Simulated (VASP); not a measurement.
Input of a VASP 6.6.1 run:

POSCAR

```
ZnO
1.0
    3.2794963806      0.0000000000      0.0000000000
   -1.6397481903      2.8401271772      0.0000000000
    0.0000000000      0.0000000000      5.2933196413
Zn O
2 2
Direct
    0.3333333333      0.6666666667      0.4999697863
    0.6666666667      0.3333333333     -0.0000302137
    0.6666666667      0.3333333333      0.3790402137
    0.3333333333      0.6666666667      0.8790402137
```

File INCAR.step1:

```
  PREC = Accurate
  ENCUT = 520
  ISMEAR = 0
  SIGMA = 0.02
  LREAL = False
  LASPH = True
  NELM = 60
  NBANDS = 26
  GGA = PE
  ALGO = Normal
  EDIFF = 1E-4
  LWAVE = True
  LCHARG = False
```

The input INCAR.step2:

```
  PREC = Accurate
  ENCUT = 520
  EDIFF = 1E-7
  ISMEAR = 0
  SIGMA = 0.02
  LREAL = False
  LASPH = True
  NELM = 60
  ALGO = Normal
  ISIF = 2
  LWAVE = False
  LCHARG = False
  METAGGA = R2SCAN
  LMIXTAU = True
  NBANDS = 26
  ISTART = 1
```

The input KPOINTS:

```
Automatic mesh
0
Gamma
  12 12 6
```

Potentials or basis: VASP PAW PBE potentials, release 64 (Zn, O).

The run is started by

```bash
$ cat potpaw_PBE.64/Zn/POTCAR potpaw_PBE.64/O/POTCAR > POTCAR
$ cp INCAR.step1 INCAR
$ mpirun -np 1 vasp_std > vasp.out
$ cp INCAR.step2 INCAR
$ mpirun -np 1 vasp_std > vasp.out
```

Question: Predict the band gap on the k mesh.

Answer: 1.17 eV.

Question: What does it give for the largest force?

Answer: 0.017 eV/Å.

Question: What does it give for the pressure?

Answer: -5.0 GPa.

Stress tensor (GPa, compression positive):
```
-4.97  0.00  0.00
 0.00 -4.97  0.00
 0.00  0.00 -5.10
```

Caveat: the cell stands under tension; the PAW data sets were made with another functional, which shifts forces and pressure a little. r2SCAN opens gaps a little over a GGA but as a rule still falls short of measured ones.
